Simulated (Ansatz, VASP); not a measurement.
# SrInCO2: VASP beside Ansatz

INCAR

```
SYSTEM = SrInCO2
  PREC = Accurate
  ENCUT = 520
  EDIFF = 1E-7
  ISMEAR = 0
  SIGMA = 0.1
  LREAL = .False.
  LASPH = .True.
  NELM = 80
  ALGO = Normal
  ISIF = 2
  LWAVE = .False.
  LCHARG = .False.
  GGA = PE
  NBANDS = 28
```

Contents of KPOINTS:

```
regular mesh
0
Gamma
  4 4 4
  0 0 0
```

The input POSCAR:

```
SrInCO2
1.0
    4.4590380100      0.0000000000      0.0000000000
    0.0000000000      4.4590380100      0.0000000000
    0.0000000000      0.0000000000      4.4590380100
Sr In C O
1 1 1 2
Direct
    0.5000000000      0.5000000000      0.5000000000
    0.0000000000      0.0000000000      0.0000000000
    0.0000000000      0.0000000000      0.5000000000
    0.5000000000      0.0000000000      0.0000000000
    0.0000000000      0.5000000000      0.0000000000
```

Input for Ansatz:

```yaml
crystal:
  lattice:
    - [4.45903801, 0.0, 0.0]
    - [0.0, 4.45903801, 0.0]
    - [0.0, 0.0, 4.45903801]
  atoms:
    - { symbol: Sr, position: [0.5, 0.5, 0.5] }
    - { symbol: In, position: [0.0, 0.0, 0.0] }
    - { symbol: C, position: [0.0, 0.0, 0.5] }
    - { symbol: O, position: [0.5, 0.0, 0.0] }
    - { symbol: O, position: [0.0, 0.5, 0.0] }
basis:
  ecutwfc: 420
kpoints:
  mp_grid: { grid: [4, 4, 4] }
hamiltonian:
  xc: pbe
scf:
  occupations: { method: gaussian, width: 0.1 }
  lower_state_search: "off"
output:
  forces: true
  stress: true
  eigenvalues: true
```

Alike in both runs: task single point; functional PBE; k mesh 4 × 4 × 4; occupations gaussian, width 0.1 eV; no spin polarisation.

|  | VASP | Ansatz |
| --- | --- | --- |
| version | VASP 6.6.1 | Ansatz 0.2.0 |
| potentials or method | VASP PAW PBE potentials, release 64 (Sr_sv, In_d, C, O), cutoff 520 eV | scalar-relativistic, plane waves, PAW |
| valence electrons in the cell | 39 | 39 |

|  | VASP | Ansatz | Ansatz less VASP |
| --- | --- | --- | --- |
| gap on the k mesh at the Fermi level (eV) | none | none | - |
| pressure (GPa) | -7.4 | -7.5 | -0.11 |
| traceless stress, the component that is largest in VASP (GPa) | -2.49 | -2.39 | +0.105 |

A gap of «none» marks a metal or a gap that the smearing closes. With one functional, cell and mesh, what is left measures potentials, basis and numerics.
